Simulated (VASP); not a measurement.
Write the native input for VASP 6.6.1 that does the following.

```
Task                   : relaxation of shape and atoms at fixed volume
Functional             : r2SCAN
Potentials or basis    : VASP PAW PBE potentials, release 64 (Bi_d, P)
Cutoff                 : 600 eV
k mesh                 : 10 × 10 × 10
Occupations            : gaussian, width 0.05 eV
Spin                   : no spin polarisation
Dipole correction      : no
Further INCAR settings : ALGO = Normal; EDIFF = 1e-07; IBRION = 2; EDIFFG = -0.01; NSW = 60; ISIF = 4
```

The system is BiP.

```xyz
2
Lattice="3.9763 0.0000 0.0000 -1.9881 3.4435 0.0000 0.0000 0.0000 3.7870" Properties=species:S:1:pos:R:3 pbc="T T T"
Bi    0.0000    0.0000    0.0000
P     1.9881    1.1478    1.8935
```

These files were run (other wordings do the same):

POSCAR

```
BiP
1.0
    3.9762556823      0.0000000000      0.0000000000
   -1.9881278411      3.4435384328      0.0000000000
    0.0000000000      0.0000000000      3.7870232761
Bi P
1 1
Direct
    0.0000000000      0.0000000000      0.0000000000
    0.6666666667      0.3333333333      0.5000000000
```

INCAR.step1

```
SYSTEM = BiP
ALGO = Normal
EDIFF = 1E-4
ENCUT = 600
GGA = PE
ISMEAR = 0
LASPH = .TRUE.
LCHARG = .FALSE.
LREAL = .FALSE.
LWAVE = .TRUE.
NELM = 60
PREC = Accurate
SIGMA = 0.05
```

INCAR.step2

```
SYSTEM = BiP
ALGO = Normal
EDIFF = 1E-7
EDIFFG = -0.01
ENCUT = 600
IBRION = 2
ISIF = 4
ISMEAR = 0
ISTART = 1
LASPH = .TRUE.
LCHARG = .FALSE.
LMIXTAU = .TRUE.
LREAL = .FALSE.
LWAVE = .FALSE.
METAGGA = R2SCAN
NELM = 60
NSW = 60
PREC = Accurate
SIGMA = 0.05
```

KPOINTS

```
k-points
0
G
  10 10 10
  0 0 0
```

Potentials or basis: VASP PAW PBE potentials, release 64 (Bi_d, P).

Launch:

```bash
$ cat potpaw_PBE.64/Bi_d/POTCAR potpaw_PBE.64/P/POTCAR > POTCAR
$ cp INCAR.step1 INCAR
$ mpirun -np 1 vasp_std > vasp.out
$ cp INCAR.step2 INCAR
$ mpirun -np 1 vasp_std > vasp.out
```

Results of the run:

- Energy gained by relaxing: 0.1 meV/atom
- Ionic steps: 2
- Pressure after relaxing: -2.5 GPa
- Band gap on the k mesh: zero (bands 10 and 11 overlap by 2.51 eV)

Caveat: the PAW data sets were made with another functional, which shifts forces and pressure a little; spin-orbit coupling is left out, which moves the levels of the heavy elements.

Wall time 5 min on 1 thread of Intel(R) Xeon(R) Platinum 8488C (Sapphire Rapids), on a shared host, peak memory 0.24 GiB.
